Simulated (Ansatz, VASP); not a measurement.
Two plane-wave programs on Bi2Te3

File INCAR:

```
SYSTEM = Bi2Te3
ALGO = Normal
EDIFF = 1E-7
ENCUT = 520
GGA = PE
ISIF = 2
ISMEAR = 0
LASPH = .TRUE.
LCHARG = .FALSE.
LREAL = .FALSE.
LWAVE = .FALSE.
NBANDS = 32
NELM = 60
PREC = Accurate
SIGMA = 0.01
```

KPOINTS

```
k-points
0
G
  6 6 6
  0 0 0
```

File POSCAR:

```
Bi2Te3
1.0
    2.1930000000      1.2661291400     10.1656666700
   -2.1930000000      1.2661291400     10.1656666700
    0.0000000000     -2.5322582800     10.1656666700
Bi Te
2 3
Direct
    0.3999999999      0.3999999999      0.3999999999
    0.5999999998      0.5999999998      0.5999999998
    0.0000000000      0.0000000000      0.0000000000
    0.2094999999      0.2094999999      0.2094999999
    0.7904999997      0.7904999997      0.7904999997
```

Input for Ansatz:

```yaml
crystal:
  lattice:
    - [2.193, 1.26612914, 10.16566667]
    - [-2.193, 1.26612914, 10.16566667]
    - [0.0, -2.53225828, 10.16566667]
  atoms:
    - { symbol: Bi, position: [0.39999999986883955, 0.39999999986883955, 0.39999999986883955] }
    - { symbol: Bi, position: [0.5999999998032594, 0.5999999998032594, 0.5999999998032594] }
    - { symbol: Te, position: [0.0, 0.0, 0.0] }
    - { symbol: Te, position: [0.20949999993130472, 0.20949999993130472, 0.20949999993130472] }
    - { symbol: Te, position: [0.7904999997407942, 0.7904999997407942, 0.7904999997407942] }
basis:
  ecutwfc: 462.593566181796
kpoints:
  mp_grid:
    grid: [6, 6, 6]
    shift: [0.0, 0.0, 0.0]
  band_path:
    path:
      - [0.5, -0.17701, 0.17701]
      - [0.5, 0.0, 0.0]
      - [0.0, 0.0, 0.0]
      - [0.3385, -0.3385, 0.0]
    npoints: 4
hamiltonian:
  xc: pbe
  pseudopotentials:
    kind: paw
scf:
  n_extra_bands: 6
  occupations:
    method: fixed
```

Alike in both runs: task single point; functional PBE; k mesh 6 × 6 × 6; no spin polarisation.

```csv
,VASP,Ansatz
version,VASP 6.6.1,Ansatz 0.2.0
potentials or method,"VASP PAW PBE potentials, release 64 (Bi_d, Te), cutoff 520 eV","plane waves, PAW"
occupations,"gaussian, width 0.01 eV",fixed
valence electrons in the cell,48,78
```

```csv
,VASP,Ansatz,Ansatz less VASP
gap on the k mesh at the Fermi level (eV),0.28,0.29,+0.011
```

VASP's potentials hold 48 valence electrons a cell and Ansatz's 78, so a difference there can come from the potentials and not from the codes.

Neither program's run includes spin-orbit coupling.
